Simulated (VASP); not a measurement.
Crystal: InPt3 (Yixunite).

```
In Pt
1.0
     3.98800    0.00000    0.00000
     0.00000    3.98800    0.00000
     0.00000    0.00000    3.98800
In Pt
1 3
Direct
  0.00000 0.00000 0.00000
  0.50000 0.50000 0.00000
  0.00000 0.50000 0.50000
  0.50000 0.00000 0.50000
```

Base run:

| Item | Value |
| --- | --- |
| Program | VASP 6.6.1 |
| Functional | r2SCAN |
| Potentials or basis | VASP PAW PBE potentials, release 64 (In_d, Pt) |
| Cutoff | 520 eV |
| k mesh | 7 × 7 × 7 |
| Occupations | fermi-dirac, width 0.1 eV |
| Spin | no spin polarisation |

Its results: pressure 5.5 GPa.

Question: The run is repeated on the same cell with these changes: functional from r2SCAN to PBEsol; further incar settings from ALGO = Normal; EDIFF = 1e-06; NBANDS = 30 to ALGO = Normal; EDIFF = 1e-07; NBANDS = 30. What comes out?

Answer: Pressure 0.9 GPa.

Caveats: the PAW data sets were made with another functional, which shifts forces and pressure a little.
